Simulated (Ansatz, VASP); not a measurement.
**ZrTi3C4 in VASP and in Ansatz**

```
Zr Ti C
1.0
     3.13791    0.00000    0.00000
     0.00000    4.44705    0.00000
     0.00000    0.00000    6.27474
Zr Ti C
1 3 4
Direct
  0.50000 0.50000 0.50000
  0.00000 0.00000 0.24413
  0.00000 0.00000 0.75587
  0.50000 0.50000 0.00000
  0.00000 0.50000 0.76284
  0.50000 0.00000 0.00000
  0.00000 0.50000 0.23716
  0.50000 0.00000 0.50000
```

Alike in both runs: task single point; functional PBE; k mesh 6 × 4 × 4; occupations gaussian, width 0.1 eV; no spin polarisation.

|  | VASP | Ansatz |
| --- | --- | --- |
| version | VASP 6.6.1 | Ansatz 0.2.0 |
| potentials or method | VASP PAW PBE potentials, release 64 (Zr_sv, Ti_sv, C), cutoff 520 eV | scalar-relativistic, plane waves, PAW |
| valence electrons in the cell | 64 | 64 |

Ansatz gave:

| Item | Value |
| --- | --- |
| gap on the k mesh at the Fermi level (eV) | none |
| pressure (GPa) | -0.1 |
| traceless stress, the component that is largest in VASP (GPa) | 0.78 |
| rms of the force components (eV/Å) | 0.010 |

Which values does VASP return?

gap on the k mesh at the Fermi level (eV): none; pressure (GPa): 0.2; traceless stress, the component that is largest in VASP (GPa): 0.79; rms of the force components (eV/Å): 0.010.

Atom by atom the forces differ by 0.001 eV/Å (rms over components). A gap of «none» marks a metal or a gap that the smearing closes.
